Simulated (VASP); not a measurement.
A run of VASP 6.6.1:

Contents of INCAR:

```
SYSTEM = SiC
ALGO = Normal ; EDIFF = 1E-7
ENCUT = 520 ; GGA = PE
ISIF = 2 ; ISMEAR = 0
LASPH = .True. ; LCHARG = .True.
LELF = .True. ; LREAL = .False.
LVHAR = .True. ; LWAVE = .False.
NBANDS = 26 ; NELM = 80
PREC = Accurate ; SIGMA = 0.05
```

Contents of KPOINTS:

```
k-points
0
Gamma
  10 10 3
  0 0 0
```

Contents of POSCAR:

```
SiC
1.0
   -3.0917664073      0.0000000000      0.0000000000
    1.5458832036     -2.6775482513      0.0000000000
   -1.1594124027      0.6693870628     10.1480423548
Si C
4 4
Direct
    0.4401587253      0.5598412747      0.9060317656
    0.5651587253      0.4348412747      0.4060317656
    0.2943253919      0.7056746081      0.1560317656
    0.1693253919      0.8306746081      0.6560317656
    0.6431746081      0.3568253919      0.0939682344
    0.5181746081      0.4818253919      0.5939682344
    0.2473412747      0.7526587253      0.3439682344
    0.1223412747      0.8776587253      0.8439682344
```

Potentials or basis: VASP PAW PBE potentials, release 64 (Si, C).

Run with:

```sh
$ cat potpaw_PBE.64/Si/POTCAR potpaw_PBE.64/C/POTCAR > POTCAR
$ mpirun -np 1 vasp_std > vasp.out
```

Hardware: 1 thread of Intel(R) Xeon(R) 6975P-C (Granite Rapids), on a shared host.

Q: How long does it take, and how much memory?

A: Run time: 73 s on 1 thread of Intel(R) Xeon(R) 6975P-C (Granite Rapids), with other jobs on the host, peak memory 0.28 GiB. Counts: scf iterations 15, k points 86.
